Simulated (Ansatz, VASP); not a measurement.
**Ni: VASP beside Ansatz**

File INCAR:

```
SYSTEM = Ni
ALGO = Normal ; EDIFF = 1E-7
ENCUT = 520 ; GGA = PS
ISIF = 2 ; ISMEAR = 0
ISPIN = 2 ; LASPH = .True.
LCHARG = .True. ; LELF = .True.
LMAXMIX = 4 ; LORBIT = 11
LREAL = .False. ; LVHAR = .True.
LWAVE = .False. ; MAGMOM = -0.8 -0.8
NBANDS = 21 ; NELM = 150
PREC = Accurate ; SIGMA = 0.15
```

KPOINTS

```
k-points
0
Gamma
  8 8 5
  0 0 0
```

POSCAR

```
Ni
1.0
    2.5146270000      0.0000000000      0.0000000000
   -1.2573090000      2.1777340000      0.0000000000
    0.0000000000      0.0000000000      3.9819780000
Ni
2
Direct
    0.3333300000      0.6666700000      0.2500000000
    0.6666600000      0.3333300000      0.7500000000
```

Input for Ansatz:

```yaml
crystal:
  lattice:
    - [2.514627, 0.0, 0.0]
    - [-1.257309, 2.177734, 0.0]
    - [0.0, 0.0, 3.981978]
  atoms:
    - { symbol: Ni, position: [0.33333, 0.66667, 0.25], spin: -0.8 }
    - { symbol: Ni, position: [0.66666, 0.33333, 0.75], spin: -0.8 }
kpoints:
  mp_grid: { grid: [8, 8, 5], shift: [0, 0, 0] }
magnetization:
  spin_polarized: true
scf:
  occupations: { method: gaussian, width: 0.15 }
  mixing: { algorithm: msr1, beta: 0.1, ndim: 4 }
hamiltonian:
  pseudopotentials: { kind: paw }
  xc: pbesol
basis:
  ecutwfc: 500
output:
  forces: true
  stress: true
  eigenvalues: true
```

Alike in both runs: task single point; functional PBEsol; k mesh 8 × 8 × 5; occupations gaussian, width 0.15 eV; collinear spin.

|  | VASP | Ansatz |
| --- | --- | --- |
| version | VASP 6.6.1 | Ansatz 0.2.0 |
| potentials or method | VASP PAW PBE potentials, release 64 (Ni), cutoff 520 eV | PAW plane waves |
| valence electrons in the cell | 20 | 36 |

|  | VASP | Ansatz | Ansatz less VASP |
| --- | --- | --- | --- |
| gap on the k mesh at the Fermi level (eV) | none | none | - |
| pressure (GPa) | -8.8 | -9.0 | -0.14 |
| traceless stress, the component that is largest in VASP (GPa) | 4.62 | 4.87 | +0.251 |
| net moment per atom (μB) | 0.66 | 0.67 | +0.006 |
| size of the moment on the site where the two differ most (μB) | 0.67 | 0.70 | +0.034 |

VASP's potentials were made for PBE, not for PBEsol. Site moments also hang on the region over which each program counts them. A gap of «none» marks a metal or a gap that the smearing closes. VASP's potentials hold 20 valence electrons a cell and Ansatz's 36, so a difference there can come from the potentials and not from the codes. Ansatz's warnings: structure snapped to symmetry.

The k mesh is coarse, so the values compare programs but aren't converged.
